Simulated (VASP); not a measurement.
Write the native input for VASP 6.6.1 that does the following.

| Property | Result |
| --- | --- |
| Task | single point |
| Functional | PBE |
| Potentials or basis | VASP PAW PBE potentials, release 64 (In_d) |
| Cutoff | 520 eV |
| k mesh | 20 × 20 × 20 |
| Occupations | gaussian, width 0.15 eV |
| Spin | no spin polarisation |
| Dipole correction | no |
| Further INCAR settings | ALGO = Fast; EDIFF = 1e-07; NBANDS = 12 |

The structure of In lies in POSCAR:

```
In
1.0
   -1.6909925627      1.6909925627      2.1152625967
    1.6909925627     -1.6909925627      2.1152625967
    1.6909925627      1.6909925627     -2.1152625967
In
1
Direct
    0.0000000000      0.0000000000      0.0000000000
```

The input as run:

INCAR

```
SYSTEM = In
PREC     = Accurate       ! precision mode
ENCUT    = 520            ! plane-wave cutoff, eV
EDIFF    = 1E-7           ! SCF threshold, eV
ISMEAR   = 0              ! smearing method
SIGMA    = 0.15           ! smearing width, eV
LREAL    = .False.        ! projectors in reciprocal space
LASPH    = .True.         ! aspherical terms in the spheres
NELM     = 80             ! most SCF steps
ALGO     = Fast           ! electronic algorithm
ISIF     = 2              ! what is computed and relaxed
LWAVE    = .False.        ! write WAVECAR
LCHARG   = .False.        ! write CHGCAR
GGA      = PE             ! functional
NBANDS   = 12             ! bands
```

KPOINTS

```
regular mesh
0
Gamma
  20 20 20
  0 0 0
```

Potentials or basis: VASP PAW PBE potentials, release 64 (In_d).

Command:

```bash
$ cat potpaw_PBE.64/In_d/POTCAR > POTCAR
$ mpirun -np 1 vasp_std > vasp.out
```

It gave:

The pressure is 6.2 GPa and the band gap on the k mesh is zero (an odd number of electrons rules out a gap without spin polarisation).

Caveat: the cell stands under pressure; spin-orbit coupling is left out, which moves the levels of the heavy elements.

Run time: 60 s on 1 thread of Intel(R) Xeon(R) 6975P-C (Granite Rapids) (shared host), peak memory 0.29 GiB.
